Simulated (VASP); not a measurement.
# H23NO10 in VASP: further runs

The runs below take H23NO10 through single point, with PBE+D3(BJ).

All numbers are computed with VASP 6.6.1; they aren't measurements. Logs are shortened: lines on timing, memory, paths and dates and some standing lists are left out, and cuts for length are marked.

### 1 The cell of the first run

The cell holds a disordered packing, 34 atoms: a = 6.973 Å, b = 6.973 Å, c = 6.973 Å, α = 90.00°, β = 90.00°, γ = 90.00°.

### 2 Single point, PBE+D3(BJ)

INCAR reads:

```
SYSTEM = H23NO10
  PREC = Accurate
  ENCUT = 520
  EDIFF = 1E-6
  ISMEAR = -1
  SIGMA = 0.02
  LREAL = Auto
  LASPH = .TRUE.
  NELM = 60
  ALGO = Normal
  ISIF = 2
  LWAVE = .FALSE.
  LCHARG = .FALSE.
  GGA = PE
  IVDW = 12
  NBANDS = 67
```

KPOINTS reads:

```
Automatic mesh
0
G
  1 1 1
  0 0 0
```

POSCAR reads:

```
H23NO10
1.0
    6.9726830000      0.0000000000      0.0000000000
    0.0000000000      6.9726830000      0.0000000000
    0.0000000000      0.0000000000      6.9726830000
O H N
10 23 1
Direct
    0.8318749038      0.7179159012      0.0044602630
    0.4225489672      0.6700146844      0.1783388116
    1.0194354168      0.8497159558      0.3929620779
    0.3896778328      0.4277406559      0.4965807280
    0.6094641044      0.1080215464      0.4899405293
    0.3608797360      0.8303260022      0.5925839451
    0.2398359426      0.0353952704     -0.0960749255
    0.8859573854      1.0052658353      0.7564663416
    0.9097502353      0.4118787560      0.6966902124
    0.4968388782      0.3904666253      0.8796040204
    0.8942038524      0.6195893317     -0.0742612277
    0.9278924626      0.7412211340      0.1087242888
    0.4704071589      0.6335437880      0.0399415835
    0.3517010597      0.7831562112      0.1788981372
    1.1383279578      0.8612753513      0.4759717314
    0.9240058669      0.8835479829      0.4988897387
    0.2656509696      0.3622135124      0.4542871087
    0.4269662051      0.5065912218      0.3844000939
    0.6910109064      0.1097568899      0.5977612922
    0.5378847712      0.2387459748      0.4926080821
    0.4579872626      0.9186994447      0.5371246621
    0.4020116790      0.6880421783      0.6095214711
    0.3027959252     -0.0579547356     -0.1887795559
    0.3352368091      0.1371064768     -0.0958741420
    0.8206310254      0.9197320458      0.8409962134
    1.0210273434      1.0080624632      0.7996634868
    0.8980330814      0.2640303596      0.6780173428
    0.9603620299      0.4690303575      0.5875356731
    0.4560511356      0.4154354931      0.7461546725
    0.6407433122      0.3935787702      0.8764488505
   -0.0260588356      0.3339890828      0.2652637442
    0.1450374268      0.2305712163      0.1548901621
    0.0501528608      0.1236252960      0.3281663601
    0.0985990615      0.2594410215      0.2900748535
```

Potentials or basis: VASP PAW PBE potentials, release 64 (O, H, N).

Command:

```sh
> cat potpaw_PBE.64/O/POTCAR potpaw_PBE.64/H/POTCAR potpaw_PBE.64/N/POTCAR > POTCAR
> mpirun -np 1 vasp_gam > vasp.out
```

OUTCAR:

```text
SYSTEM = H23NO10
   PREC = Accurate
   ENCUT = 520
   EDIFF = 1E-6
   ISMEAR = -1
   LREAL = Auto
   LASPH = .TRUE.
   NELM = 60
   ISIF = 2
   GGA = PE
   IVDW = 12
 IVDW          = 12

 ion  position               nearest neighbor table
   1  0.832  0.718  0.004-  11 0.98  12 1.00
   2  0.423  0.670  0.178-  14 0.93  13 1.05
   3  0.019  0.850  0.393-  15 1.01  16 1.02
   4  0.390  0.428  0.497-  18 0.99  17 1.02
   5  0.609  0.108  0.490-  19 0.94  20 1.04
   6  0.361  0.830  0.593-  21 0.99  22 1.04
   7  0.240  0.035  0.904-  24 0.97  23 1.02
   8  0.886  0.005  0.756-  25 0.95  26 0.99
   9  0.910  0.412  0.697-  28 0.93  27 1.04
  10  0.497  0.390  0.880-  29 0.99  30 1.00
  11  0.894  0.620  0.926-   1 0.98
  12  0.928  0.741  0.109-   1 1.00
  13  0.470  0.634  0.040-   2 1.05
  14  0.352  0.783  0.179-   2 0.93
  15  0.138  0.861  0.476-   3 1.01
  16  0.924  0.884  0.499-   3 1.02
[... 15 lines left out ...]
  32  0.145  0.231  0.155-  34 1.02
  33  0.050  0.124  0.328-  34 1.04
  34  0.099  0.259  0.290-  32 1.02  31 1.03  33 1.04

  LATTYP: Found a simple cubic cell.
 ALAT       =     6.9726830000

  Lattice vectors:

 A1 = (   6.9726830000,   0.0000000000,   0.0000000000)
 A2 = (   0.0000000000,   6.9726830000,   0.0000000000)
 A3 = (   0.0000000000,   0.0000000000,   6.9726830000)

Analysis of symmetry for initial positions (statically):
=====================================================================
 Subroutine PRICEL returns:
 Original cell was already a primitive cell.

 Routine SETGRP: Setting up the symmetry group for a
 simple cubic supercell.

 Subroutine GETGRP returns: Found  1 space group operations
 (whereof  1 operations were pure point group operations)
 out of a pool of 48 trial point group operations.

The static configuration has the point symmetry C_1 .

Analysis of symmetry for dynamics (positions and initial velocities):
=====================================================================
 Subroutine PRICEL returns:
 Original cell was already a primitive cell.

 Routine SETGRP: Setting up the symmetry group for a
 simple cubic supercell.

 Subroutine GETGRP returns: Found  1 space group operations
 (whereof  1 operations were pure point group operations)
 out of a pool of 48 trial point group operations.

The dynamic configuration has the point symmetry C_1 .

 Subroutine INISYM returns: Found  1 space group operations
 (whereof  1 operations are pure point group operations),
 and found     1 'primitive' translations

----------------------------------------------------------------------------------------

                                     Primitive cell

  volume of cell :     339.0001

  direct lattice vectors                    reciprocal lattice vectors
     6.972683000  0.000000000  0.000000000     0.143416817  0.000000000  0.000000000
     0.000000000  6.972683000  0.000000000     0.000000000  0.143416817  0.000000000
     0.000000000  0.000000000  6.972683000     0.000000000  0.000000000  0.143416817

  length of vectors
     6.972683000  6.972683000  6.972683000     0.143416817  0.143416817  0.143416817

  position of ions in fractional coordinates (direct lattice)
     0.831874904  0.717915901  0.004460263
     0.422548967  0.670014684  0.178338812
     0.019435417  0.849715956  0.392962078
     0.389677833  0.427740656  0.496580728
     0.609464104  0.108021546  0.489940529
     0.360879736  0.830326002  0.592583945
[... 26 lines left out ...]
     0.050152861  0.123625296  0.328166360
     0.098599062  0.259441022  0.290074854

  ion indices of the primitive-cell ions
   primitive index   ion index
                 1           1
                 2           2
                 3           3
                 4           4
                 5           5
                 6           6
[... 26 lines left out ...]
                33          33
                34          34

----------------------------------------------------------------------------------------

 KPOINTS: Automatic mesh

Automatic generation of k-mesh.
 Grid dimensions read from file:
 generate k-points for:    1    1    1

 Generating k-lattice:

  Cartesian coordinates                     Fractional coordinates (reciprocal lattice)
     0.143416817  0.000000000  0.000000000     1.000000000  0.000000000  0.000000000
     0.000000000  0.143416817  0.000000000     0.000000000  1.000000000  0.000000000
     0.000000000  0.000000000  0.143416817     0.000000000  0.000000000  1.000000000

  Length of vectors
     0.143416817  0.143416817  0.143416817

  Shift w.r.t. Gamma in fractional coordinates (k-lattice)
     0.000000000  0.000000000  0.000000000

 Subroutine IBZKPT returns following result:
 ===========================================

 Found      1 irreducible k-points:

 Following reciprocal coordinates:
            Coordinates               Weight
  0.000000  0.000000  0.000000      1.000000
   k-points           NKPTS =      1   k-points in BZ     NKDIM =      1   number of bands    NBANDS=     67
   number of dos      NEDOS =    301   number of ions     NIONS =     34
   total plane-waves  NPLWV = 157464
   dimension x,y,z NGX =    54 NGY =   54 NGZ =   54
   dimension x,y,z NGXF=   108 NGYF=  108 NGZF=  108
   ions per type =              10  23   1
   NGX,Y,Z   is equivalent  to a cutoff of  12.87, 12.87, 12.87 a.u.
   NGXF,Y,Z  is equivalent  to a cutoff of  25.75, 25.75, 25.75 a.u.
 SYSTEM =  H23NO10
   PREC   = accura    normal or accurate (medium, high low for compatibility)
   ISTART =      0    job   : 0-new  1-cont  2-samecut
   ICHARG =      2    charge: 1-file 2-atom 10-const
   ISPIN  =      1    spin polarized calculation?
   LNONCOLLINEAR =      F non collinear calculations
   LSORBIT =      F    spin-orbit coupling
   LASPH  =      T    aspherical Exc in radial PAW
   ENCUT  =  520.0 eV  38.22 Ry    6.18 a.u.  12.96 12.96 12.96*2*pi/ulx,y,z
   NELM   =     60;   NELMIN=  2; NELMDL= -5     # of ELM steps
   EDIFF  = 0.1E-05   stopping-criterion for ELM
   LREAL  =      T    real-space projection
   EDIFFG = 0.1E-04   stopping-criterion for IOM
   NSW    =      0    number of steps for IOM
   IBRION =     -1    ionic relax: 0-MD 1-quasi-New 2-CG
   NFREE  =      0    steps in history (QN), initial steepest desc. (CG)
   ISIF   =      2    stress and relaxation
   ISYM   =      2    0-nonsym 1-usesym 2-fastsym
   POTIM  = 0.5000    time-step for ionic-motion
   TEBEG  =    0.0;   TEEND  =   0.0 temperature during run
   PSTRESS=    0.0 pullay stress
   NELECT =      88.0000    total number of electrons
   NUPDOWN=      -1.0000    fix difference up-down
   EMIN   =  10.00;   EMAX   =-10.00  energy-range for DOS
   EFERMI =   0.00;   METHOD = LEGACY
   ISMEAR =    -1;   SIGMA  =   0.02  broadening in eV -4-tet -1-fermi 0-gaus
   EFERMI_NEDOS =   21; number of points for ismear=-14 and -15
   IALGO  =     38    algorithm
   IMIX   =      4    mixing-type and parameters
     AMIX     =   0.40;   BMIX     =  1.00
     AMIX_MAG =   1.60;   BMIX_MAG =  1.00
  volume/ion in A,a.u.               =       9.97        67.28
  Fermi-wavevector in a.u.,A,eV,Ry     =   1.044325  1.973489 14.838723  1.090615
  Thomas-Fermi vector in A             =   2.179073
   LORBIT       =      0    0 simple, 1 ext, 2 COOP (PROOUT), +10 PAW based schemes
   GGA     = PE    functional components
   LHFCALC =     F    Hartree Fock is set to
   AEXX    =    0.0000 exact exchange contribution
   IVDW    =    12    specifies the selected vdW correction
   LEPSILON=     F    determine dielectric tensor
   LRPA    =     F    only Hartree local field effects (RPA)
 non-spin polarized calculation
  energy-cutoff  :      520.00
  volume of cell :      339.00
 maximum number of plane-waves:      4547
 NGX is ok and might be reduce to    50
   NGX = 25   NGY = 25   NGZ = 25

 number of electron      87.9999997 magnetization

 Free energy of the ion-electron system (eV)
  ---------------------------------------------------
  ext. energy  EPLUGINS =         0.00000000
  ---------------------------------------------------
  free energy    TOTEN  =      -165.36303669 eV

  energy without entropy =     -165.36303669  energy(sigma->0) =     -165.36303669

 E-fermi :  -3.0473     XC(G=0):  -6.7752

 val. band max:       -3.5648267040   @ k =   0.0000   0.0000   0.0000
 cond. band min:       0.9646274052   @ k =   0.0000   0.0000   0.0000
 fundamental gap:      4.5294541092
 Fermi energy:        -3.0473476052

 k-point     1 :       0.0000    0.0000    0.0000
  band No.  band energies     occupation
      1     -22.6259      2.00000
      2     -22.3744      2.00000
      3     -22.1683      2.00000
      4     -22.0480      2.00000
      5     -21.9975      2.00000
      6     -21.9008      2.00000
[... 48 lines left out ...]
     55       6.0727      0.00000
     56       6.2988      0.00000
 [bands above 56 left out]

------------------------ aborting loop because EDIFF is reached ----------------------------------------

 Edisp (eV)   -1.16030

 E8    (eV) :    -0.2367

  FORCE on cell =-STRESS in cart. coord.  units (eV):
  Direction    XX          YY          ZZ          XY          YZ          ZX
  --------------------------------------------------------------------------------------
  -------------------------------------------------------------------------------------
  Total      -0.96275    -4.59964    -1.76030     0.36379    -2.80294    -0.48199
  in kB      -4.55013   -21.73874    -8.31948     1.71933   -13.24720    -2.27799
  external pressure =      -11.54 kB  Pullay stress =        0.00 kB

 VOLUME and BASIS-vectors are now :
 -----------------------------------------------------------------------------
  energy-cutoff  :      520.00
  volume of cell :      339.00
      direct lattice vectors                 reciprocal lattice vectors
     6.972683000  0.000000000  0.000000000     0.143416817  0.000000000  0.000000000
     0.000000000  6.972683000  0.000000000     0.000000000  0.143416817  0.000000000
     0.000000000  0.000000000  6.972683000     0.000000000  0.000000000  0.143416817

 POSITION                                       TOTAL-FORCE (eV/Angst)
 -----------------------------------------------------------------------------------
      5.80040      5.00580      0.03110         0.941492     -0.253417      0.626992
      2.94630      4.67180      1.24350         2.094913     -2.922618     -1.836081
      0.13552      5.92480      2.74000        -0.403209      0.486684      2.031853
      2.71710      2.98250      3.46250        -0.025098     -0.079147      0.299257
      4.24960      0.75320      3.41620        -1.869285      1.125185     -1.475340
      2.51630      5.78960      4.13190        -0.213233     -1.920051      0.993553
[... 26 lines left out ...]
      0.34970      0.86200      2.28820         0.074724      0.218043      0.160451
      0.68750      1.80900      2.02260        -0.749493     -0.432839      0.163574
 -----------------------------------------------------------------------------------
    total drift:                                0.013862      0.003511      0.001880

  FREE ENERGIE OF THE ION-ELECTRON SYSTEM (eV)
  ---------------------------------------------------
  free  energy   TOTEN  =      -166.5233387897 eV

  energy  without entropy=     -166.5233387897  energy(sigma->0) =     -166.52333879
```

Run time: 43 s. Hardware: 1 thread of Intel Xeon Platinum 8488C (Sapphire Rapids), shared host; peak memory 0.34 GiB.

Results:

```
Free energy                : -166.5233 eV
Pressure                   : -1.2 GPa
Largest force              : 4.038 eV/Å
Band gap on the k mesh     : 4.53 eV
Dispersion energy per atom : -0.034 eV
```

Forces in eV/Å, atoms in the order of the input:
```
O    0.941 -0.253  0.627
O    2.095 -2.923 -1.836
O   -0.403  0.487  2.032
O   -0.025 -0.079  0.299
O   -1.869  1.125 -1.475
O   -0.213 -1.920  0.994
O    0.573 -1.026 -0.523
O    0.374  1.238 -1.590
O   -1.312 -2.892  2.192
O    1.036  0.088  0.139
H   -0.112 -0.081 -0.179
H   -0.843  0.096 -0.377
H   -1.023  0.615  2.537
H   -1.130  1.979 -0.396
H   -0.203 -0.556 -0.872
H    0.627 -0.315 -1.277
H    0.233  0.169 -0.553
H   -0.235  0.151 -0.338
H    1.150 -0.191  1.415
H    0.488 -1.257 -0.128
H    0.640 -0.055 -0.068
H   -0.433  2.271 -0.768
H   -0.475  0.329  0.274
H    0.174  0.719  0.133
H   -0.459 -1.070  1.202
H    0.128  0.299  0.375
H    0.457  2.268  0.342
H    0.901  0.812 -2.150
H    0.200 -0.091 -0.022
H   -1.226 -0.031 -0.195
H    0.105  0.099  0.142
H    0.514  0.211 -0.281
H    0.075  0.218  0.160
N   -0.749 -0.433  0.164
```

Caveat: the k points lie up to 0.90 Å⁻¹ apart.

[end of part 1 of 4]
